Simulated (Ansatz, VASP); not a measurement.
One calculation of SiC, two programs

```xyz
2
Lattice="-0.0845 2.0935 2.0935 2.0935 -0.0845 2.0935 2.0935 2.0935 -0.0845" Properties=species:S:1:pos:R:3 pbc="T T T"
Si   -0.0107   -0.0107   -0.0107
C     1.0363    1.0363    1.0363
```

Change from the starting cell: shear_111 strain -5.8%.

Alike in both runs: task single point; functional PBE; k mesh 10 × 10 × 10; occupations fermi-dirac, width 0.02 eV; no spin polarisation.

|  | VASP | Ansatz |
| --- | --- | --- |
| version | VASP 6.6.1 | Ansatz 0.2.0 |
| potentials or method | VASP PAW PBE potentials, release 64 (Si, C) | plane waves, PAW |
| plane-wave cutoff (eV) | 520 | 420 |
| valence electrons in the cell | 8 | 8 |

|  | VASP | Ansatz | Ansatz less VASP |
| --- | --- | --- | --- |
| gap on the k mesh at the Fermi level (eV) | 0.77 | 0.77 | +0.005 |
| pressure (GPa) | 19.0 | 19.0 | +0.09 |
| traceless stress, the component that is largest in VASP (GPa) | 10.65 | 10.59 | -0.052 |
| rms of the force components (eV/Å) | 0.039 | 0.040 | +0.0008 |

Atom by atom the forces differ by 0.001 eV/Å (rms over components). With one functional, cell and mesh, what is left measures potentials, basis and numerics.
